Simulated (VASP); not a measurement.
## BaS: single point with PBEsol

The system is BaS.

```
CELL_PARAMETERS angstrom
-0.06388 3.16181 3.16181
3.16181 -0.06388 3.16181
3.16181 3.16181 -0.06388
ATOMIC_POSITIONS crystal
Ba 0.00000 0.00000 0.00000
S 0.50000 0.50000 0.50000
```

This cell differs from its parent crystal: equal xy, yz and zx shear strains of -2 %.

```
Program                : VASP 6.6.1
Task                   : single point
Functional             : PBEsol
Potentials or basis    : VASP PAW PBE potentials, release 64 (Ba_sv, S)
Cutoff                 : 520 eV
k mesh                 : 8 × 8 × 8
Occupations            : fermi-dirac, width 0.02 eV
Spin                   : no spin polarisation
Dipole correction      : no
Further INCAR settings : ALGO = Normal; EDIFF = 1e-07; NBANDS = 15
```

The pressure is -0.5 GPa and the band gap on the k mesh is 1.93 eV, indirect (least direct gap 2.09 eV).

Stress tensor (GPa, compression positive):
```
-0.54  0.35  0.35
 0.35 -0.54  0.35
 0.35  0.35 -0.54
```

Levels at points of the mesh, in eV from the valence-band top:
```tsv
k point	band 6	band 7	band 8	band 9	band 10	band 11
(0.00, 0.00, 0.00)	-0.07	-0.07	0.00	3.34	3.65	3.65
(0.50, 0.00, 0.00)	-2.05	-1.18	-1.07	5.36	5.48	6.04
(0.50, 0.50, 0.00)	-0.59	-0.21	-0.16	1.93	5.85	5.86
(0.50, 0.50, 0.50)	-2.04	-1.23	-1.23	5.47	5.48	6.32
```

Run time: 58 s on 1 thread of AMD EPYC 7R13 Processor (Zen 3), with other jobs on the host, peak memory 0.21 GiB.

Caveat: the cell differs from its parent crystal (equal xy, yz and zx shear strains of -2 %); the PAW data sets were made with another functional, which shifts forces and pressure a little; spin-orbit coupling is left out, which moves the levels of the heavy elements. A k mesh can miss the band edges.
